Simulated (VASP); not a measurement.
A run of VASP 6.6.1 is set up as follows.

The input POSCAR:

```
InP
1.0
    0.0000000000      2.8649618471      3.0421759819
    2.8649618471      0.0000000000      3.0421759819
    2.8649618471      2.8649618471      0.0000000000
In P
1 1
Direct
    0.0000000000      0.0000000000      0.0000000000
    0.7500000000      0.7500000000      0.7500000000
```

File INCAR.step1:

```
PREC = Accurate
ENCUT = 520
ISMEAR = 0
SIGMA = 0.05
LREAL = False
LASPH = True
NELM = 100
NBANDS = 16
GGA = PE
ALGO = Normal
EDIFF = 1E-4
LWAVE = True
LCHARG = False
```

File INCAR.step2:

```
PREC = Accurate
ENCUT = 520
EDIFF = 1E-6
ISMEAR = 0
SIGMA = 0.05
LREAL = False
LASPH = True
NELM = 100
ALGO = Normal
ISIF = 2
LWAVE = False
LCHARG = False
METAGGA = R2SCAN
LMIXTAU = True
NBANDS = 16
ISTART = 1
```

The input KPOINTS:

```
Automatic mesh
0
Gamma
  8 8 8
```

Potentials or basis: VASP PAW PBE potentials, release 64 (In_d, P).

Launch:

```bash
$ cat potpaw_PBE.64/In_d/POTCAR potpaw_PBE.64/P/POTCAR > POTCAR
$ cp INCAR.step1 INCAR
$ mpirun -np 1 vasp_std > vasp.out
$ cp INCAR.step2 INCAR
$ mpirun -np 1 vasp_std > vasp.out
```

Question: Estimate the pressure.

Answer: 2.1 GPa.

Question: Predict the band gap on the k mesh.

Answer: 1.09 eV.

Stress tensor (GPa, compression positive):
```
3.08 0.00 0.00
0.00 3.08 0.00
0.00 0.00 0.09
```

Caveat: the cell differs from its parent crystal (strain -0.030 along x and y, +0.030 along z); the PAW data sets were made with another functional, which shifts forces and pressure a little; spin-orbit coupling is left out, which moves the levels of the heavy elements.
